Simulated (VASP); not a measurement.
Si:

```xyz
2
Lattice="0.0000 2.6968 2.6968 2.6968 0.0000 2.6968 2.6968 2.6968 0.0000" Properties=species:S:1:pos:R:3 pbc="T T T"
Si    0.0000    0.0000    0.0000
Si    1.3484    1.3484    1.3484
```

Base run:

```yaml
Program: VASP 6.6.1
Functional: PBE
Potentials_or_basis: VASP PAW PBE potentials, release 64 (Si)
Cutoff: 520 eV
k_mesh: 8 × 8 × 8
Occupations: gaussian, width 0.01 eV
Spin: no spin polarisation
```

Its results: band gap on the k mesh 0.58 eV, indirect (least direct gap 2.57 eV); pressure 4.0 GPa.

**Question.** The run is repeated on the same cell with these changes: functional from PBE to PBEsol; further incar settings from ALGO = Normal; EDIFF = 1e-07; NBANDS = 11 to ALGO = Normal; EDIFF = 1e-06; NBANDS = 11. What comes out?

**Answer.** Band gap on the k mesh 0.47 eV, indirect (least direct gap 2.52 eV); pressure 2.3 GPa.

Caveats: the PAW data sets were made with another functional, which shifts forces and pressure a little (some runs).

A k mesh can miss the band edges.
